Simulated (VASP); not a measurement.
# FeCo (Pm-3m) in VASP: notebook

FeCo is run at these levels: PBE; tasks: single point.

Everything below comes from runs of VASP 6.6.1. Logs are shortened: lines on timing, memory, paths and dates and some standing lists are left out, and cuts for length are marked.

## (1) The cell of the first run

The structure is cubic, space group Pm-3m (No. 221). Conventional cell: a = 2.777 Å, b = 2.777 Å, c = 2.777 Å, α = 90.00°, β = 90.00°, γ = 90.00°. Within 3.2 Å of Co (site symmetry m-3m) lie 8 Fe at 2.41 Å and 6 Co at 2.78 Å. Fe (site symmetry m-3m) has 8 Co at 2.41 Å and 6 Fe at 2.78 Å within 3.2 Å.

## (2) Single point, PBE, non-collinear spin, typed start

File INCAR:

```
  PREC = Accurate
  ENCUT = 600
  EDIFF = 1E-6
  ISMEAR = 0
  SIGMA = 0.05
  LREAL = F
  LASPH = T
  NELM = 200
  ALGO = Normal
  ISIF = 2
  LWAVE = F
  LCHARG = F
  LNONCOLLINEAR = T
  MAGMOM = -1.14 -2.027 0.593 2.283 0.762 1.431
  LORBIT = 11
  LMAXMIX = 4
  GGA = PE
  NBANDS = 29
  GGA_COMPAT = F
```

File KPOINTS:

```
regular mesh
0
Gamma
  2 2 2
```

File POSCAR:

```
FeCo
1.0
    2.7774000000      0.0000000000      0.0000000000
    0.0000000000      2.7774000000      0.0000000000
    0.0000000000      0.0000000000      2.7774000000
Co Fe
1 1
Direct
    0.0000000000      0.0000000000      0.0000000000
    0.5000000000      0.5000000000      0.5000000000
```

Potentials or basis: VASP PAW PBE potentials, release 64 (Co, Fe).

The run is started by

```console
cat potpaw_PBE.64/Co/POTCAR potpaw_PBE.64/Fe/POTCAR > POTCAR
mpirun -np 1 vasp_ncl > vasp.out
```

OUTCAR:

```text
PREC = Accurate
   ENCUT = 600
   EDIFF = 1E-6
   ISMEAR = 0
   LREAL = F
   LASPH = T
   NELM = 200
   ISIF = 2
   LNONCOLLINEAR = T
   LORBIT = 11
   GGA = PE

 ion  position               nearest neighbor table
   1  0.000  0.000  0.000-   2 2.41   2 2.41   2 2.41   2 2.41   2 2.41   2 2.41   2 2.41   2 2.41

   2  0.500  0.500  0.500-   1 2.41   1 2.41   1 2.41   1 2.41   1 2.41   1 2.41   1 2.41   1 2.41

  LATTYP: Found a simple cubic cell.
 ALAT       =     2.7774000000

  Lattice vectors:

 A1 = (   2.7774000000,   0.0000000000,   0.0000000000)
 A2 = (   0.0000000000,   2.7774000000,   0.0000000000)
 A3 = (   0.0000000000,   0.0000000000,   2.7774000000)

Analysis of symmetry for initial positions (statically):
=====================================================================
 Subroutine PRICEL returns:
 Original cell was already a primitive cell.

 Routine SETGRP: Setting up the symmetry group for a
 simple cubic supercell.

 Subroutine GETGRP returns: Found 48 space group operations
 (whereof 48 operations were pure point group operations)
 out of a pool of 48 trial point group operations.

The static configuration has the point symmetry O_h .

Analysis of symmetry for dynamics (positions and initial velocities):
=====================================================================
 Subroutine PRICEL returns:
 Original cell was already a primitive cell.

 Routine SETGRP: Setting up the symmetry group for a
 simple cubic supercell.

 Subroutine GETGRP returns: Found 48 space group operations
 (whereof 48 operations were pure point group operations)
 out of a pool of 48 trial point group operations.

The dynamic configuration has the point symmetry O_h .

Analysis of structural, dynamic, and magnetic symmetry:
=====================================================================
 Subroutine PRICEL returns:
 Original cell was already a primitive cell.

 Routine SETGRP: Setting up the symmetry group for a
 simple cubic supercell.

 Subroutine GETGRP returns: Found  2 space group operations
 (whereof  2 operations were pure point group operations)
 out of a pool of 48 trial point group operations.

The overall configuration has the point symmetry S_2 .

 Subroutine INISYM returns: Found  2 space group operations
 (whereof  2 operations are pure point group operations),
 and found     1 'primitive' translations

[... 103 lines left out ...]
   LHFCALC =     F    Hartree Fock is set to
   AEXX    =    0.0000 exact exchange contribution
   IVDW    =     0    specifies the selected vdW correction
   LEPSILON=     F    determine dielectric tensor
   LRPA    =     F    only Hartree local field effects (RPA)
 Gauss-broadening in eV      SIGMA  =   0.05
  energy-cutoff  :      600.00
  volume of cell :       21.42
 maximum number of plane-waves:      1478
 NGX is ok and might be reduce to    24
   NGX = 11   NGY = 11   NGZ = 11

 number of electron      17.0000003 magnetization       1.9463105     -1.9107620      3.2596081

 Free energy of the ion-electron system (eV)
  ---------------------------------------------------
  ext. energy  EPLUGINS =         0.00000000
  ---------------------------------------------------
  free energy    TOTEN  =       -13.23544239 eV

  energy without entropy =      -13.23057070  energy(sigma->0) =      -13.23300655

 E-fermi :   8.6247     XC(G=0): -13.4646

 val. band max:        8.4652360207   @ k =   0.0000   0.0000   0.0000
 cond. band min:       8.6400717763   @ k =   0.5000   0.0000   0.0000
 fundamental gap:      0.1748357556
 Fermi energy:         8.6247466711

 k-point     1 :       0.0000    0.0000    0.0000
  band No.  band energies     occupation
      1      -0.8716      1.00000
      2       0.1176      1.00000
      3       3.0395      1.00000
      4       3.0396      1.00000
      5       5.0930      1.00000
      6       5.0931      1.00000
[... 245 lines left out ...]
     28      18.0229      0.00000
     29      18.0230      0.00000

------------------------ aborting loop because EDIFF is reached ----------------------------------------

  FORCE on cell =-STRESS in cart. coord.  units (eV):
  Direction    XX          YY          ZZ          XY          YZ          ZX
  --------------------------------------------------------------------------------------
  -------------------------------------------------------------------------------------
  Total        2.7276070      2.7269318      2.7272174     -0.0000075      0.0000009      0.0000070
  in kB      203.9750637    203.9245774    203.9459360     -0.0005645      0.0000654      0.0005215
  external PRESSURE =     203.9485257 kB  Pullay stress =       0.0000000 kB

 VOLUME and BASIS-vectors are now :
 -----------------------------------------------------------------------------
  energy-cutoff  :      600.00
  volume of cell :       21.42
      direct lattice vectors                 reciprocal lattice vectors
     2.777400000  0.000000000  0.000000000     0.360048967  0.000000000  0.000000000
     0.000000000  2.777400000  0.000000000     0.000000000  0.360048967  0.000000000
     0.000000000  0.000000000  2.777400000     0.000000000  0.000000000  0.360048967

 POSITION                                       TOTAL-FORCE (eV/Angst)
 -----------------------------------------------------------------------------------
      0.00000      0.00000      0.00000         0.000000      0.000000      0.000000
      1.38870      1.38870      1.38870         0.000000      0.000000      0.000000
 -----------------------------------------------------------------------------------
    total drift:                                0.000000     -0.000000     -0.000000

  FREE ENERGIE OF THE ION-ELECTRON SYSTEM (eV)
  ---------------------------------------------------
  free  energy   TOTEN  =       -13.2354423934 eV

  energy  without entropy=      -13.2305707030  energy(sigma->0) =      -13.23300655

 total charge

# of ion       s       p       d       tot
------------------------------------------
    1        0.510   0.611   7.233   8.353
    2        0.469   0.626   6.232   7.328
--------------------------------------------------
tot          0.979   1.237  13.465  15.681

 magnetization (x)

# of ion       s       p       d       tot
------------------------------------------
    1        0.017   0.119   0.669   0.805
    2        0.001   0.137   0.884   1.022
--------------------------------------------------
tot          0.019   0.256   1.553   1.827

 magnetization (y)

# of ion       s       p       d       tot
------------------------------------------
    1       -0.017  -0.117  -0.657  -0.791
    2       -0.001  -0.135  -0.867  -1.003
--------------------------------------------------
tot         -0.018  -0.251  -1.524  -1.794

 magnetization (z)

# of ion       s       p       d       tot
------------------------------------------
    1        0.029   0.199   1.121   1.349
    2        0.002   0.230   1.479   1.711
--------------------------------------------------
tot          0.031   0.429   2.600   3.060
```

stdout:

```text
POSCAR found type information on POSCAR CoFe
 POSCAR found :  2 types and       2 ions
 scaLAPACK will be used
 LDA part: xc-table for (Slater+PW92), standard interpolation
 POSCAR, INCAR and KPOINTS ok, starting setup
 FFT: planning ... GRIDC
 FFT: planning ... GRID_SOFT
 FFT: planning ... GRID
 WAVECAR not read
 entering main loop
```

Run time: 41 s. Hardware: 1 thread of Intel Xeon 8259CL, shared host; peak memory 0.2 GiB.

Results:

* Free energy: -13.2354 eV
* Pressure: 20.4 GPa
* Band gap on the k mesh: zero (band 17 reaches 9.47 eV, above the bottom of band 18 at 8.09 eV)
* Net moment: 4.25 μB per cell
* Valence electrons inside the program's atomic spheres: Co 8.35; Fe 7.33

Moments on the atoms (μB; x, y, z):
```
Co   0.81 -0.79  1.35
Fe   1.02 -1.00  1.71
```

Caveat: the k points lie up to 1.13 Å⁻¹ apart.

## (3) Single point, PBE, non-collinear spin, typed start

File INCAR:

```
SYSTEM = FeCo
ALGO = Normal
EDIFF = 1E-6
ENCUT = 600
GGA = PE
GGA_COMPAT = .FALSE.
ISIF = 2
ISMEAR = 0
LASPH = .TRUE.
LCHARG = .FALSE.
LMAXMIX = 4
LNONCOLLINEAR = .TRUE.
LORBIT = 11
LREAL = .FALSE.
LWAVE = .FALSE.
MAGMOM = 0 0 2.4 0 0 -2.8
NBANDS = 29
NELM = 200
PREC = Accurate
SIGMA = 0.05
```

File KPOINTS:

```
k-points
0
G
  2 2 2
  0 0 0
```

POSCAR is that of step 2.

Potentials or basis: VASP PAW PBE potentials, release 64 (Co, Fe).

The run is started by

```console
cat potpaw_PBE.64/Co/POTCAR potpaw_PBE.64/Fe/POTCAR > POTCAR
mpirun -np 1 vasp_ncl > vasp.out
```

Wall time 1.9 min (1 thread of Intel Xeon 8259CL, shared host); peak memory 0.21 GiB.

Results (log left out):

* Free energy: -12.9554 eV
* Pressure: 18.2 GPa
* Band gap on the k mesh: zero (band 17 reaches 9.35 eV, above the bottom of band 18 at 7.85 eV)
* Net moment: 0.50 μB per cell
* Valence electrons inside the program's atomic spheres: Co 8.37; Fe 7.31

Levels at points of the mesh, in eV from the Fermi level:
| k point | band 13 | band 14 | band 15 | band 16 | band 17 | band 18 | band 19 | band 20 |
| --- | --- | --- | --- | --- | --- | --- | --- | --- |
| (0.00, 0.00, 0.00) | -0.31 | -0.30 | -0.29 | -0.29 | 0.42 | 0.42 | 0.42 | 0.88 |
| (0.50, 0.00, 0.00) | -1.59 | -1.36 | -1.27 | -1.27 | -0.87 | -0.86 | -0.50 | -0.50 |
| (0.00, 0.00, 0.50) | -1.59 | -1.37 | -1.27 | -1.27 | -0.87 | -0.87 | -0.51 | -0.50 |
| (0.50, 0.50, 0.00) | -0.28 | -0.28 | -0.02 | 0.16 | 0.59 | 0.60 | 0.60 | 0.68 |
| (0.00, 0.50, 0.50) | -0.29 | -0.27 | -0.01 | 0.16 | 0.59 | 0.60 | 0.61 | 0.68 |
| (0.50, 0.50, 0.50) | -1.50 | -1.50 | -1.03 | -1.03 | 0.63 | 0.63 | 1.14 | 1.15 |

Moments on the atoms (μB; x, y, z):
```
Co   0.00  0.00  1.71
Fe   0.00  0.00 -1.45
```

Caveat: the k points lie up to 1.13 Å⁻¹ apart.

## (4) Single point, PBE, non-collinear spin, typed start

File INCAR:

```
PREC     = Accurate       # precision mode
ENCUT    = 600            # plane-wave cutoff, eV
EDIFF    = 1E-6           # SCF threshold, eV
ISMEAR   = 0              # smearing method
SIGMA    = 0.05           # smearing width, eV
LREAL    = F              # projectors in reciprocal space
LASPH    = T              # aspherical terms in the spheres
NELM     = 200            # most SCF steps
ALGO     = Normal         # electronic algorithm
ISIF     = 2              # what is computed and relaxed
LWAVE    = F              # write WAVECAR
LCHARG   = F              # write CHGCAR
LNONCOLLINEAR= T              # non-collinear magnetism
MAGMOM   = -1.235 -2.196 0.642 2.283 0.762 1.431 # initial moments
LORBIT   = 11             # projections on sites
LMAXMIX  = 4              # l up to which the mixer works
GGA      = PE             # functional
NBANDS   = 29             # bands
GGA_COMPAT= F
```

File KPOINTS:

```
Automatic mesh
0
Gamma
  2 2 2
```

POSCAR is that of step 3.

The run is started by

```console
cat potpaw_PBE.64/Co/POTCAR potpaw_PBE.64/Fe/POTCAR > POTCAR
mpirun -np 1 vasp_ncl > vasp.out
```

Run time: 61 s. Hardware: 1 thread of Intel Xeon 8259CL, shared host; peak memory 0.2 GiB.

It converged, with:

* Free energy: -13.2354 eV
* Pressure: 20.3 GPa
* Band gap on the k mesh: zero (band 17 reaches 9.47 eV, above the bottom of band 18 at 8.09 eV)
* Net moment: 4.25 μB per cell
* Valence electrons inside the program's atomic spheres: Co 8.35; Fe 7.33

Levels at points of the mesh, in eV from the Fermi level:
```
           k point  band 14  band 15  band 16  band 17  band 18  band 19
(0.00, 0.00, 0.00)    -1.40    -0.16    -0.16    -0.16     0.94     0.94
(0.50, 0.00, 0.00)    -1.29    -1.29    -1.17    -0.68    -0.54    -0.48
(0.00, 0.50, 0.00)    -1.29    -1.29    -1.17    -0.68    -0.54    -0.48
(0.00, 0.00, 0.50)    -1.29    -1.29    -1.17    -0.68    -0.54    -0.48
(0.50, 0.50, 0.00)    -0.26     0.11     0.11     0.63     0.76     0.76
(0.00, 0.50, 0.50)    -0.26     0.11     0.11     0.63     0.76     0.76
(0.50, 0.00, 0.50)    -0.26     0.11     0.11     0.63     0.76     0.76
(0.50, 0.50, 0.50)    -1.75    -1.04    -1.04     0.85     0.85     1.58
```

Moments on the atoms (μB; x, y, z):
```
Co   0.80 -0.79  1.35
Fe   1.02 -1.00  1.71
```

Caveat: the k points lie up to 1.13 Å⁻¹ apart.
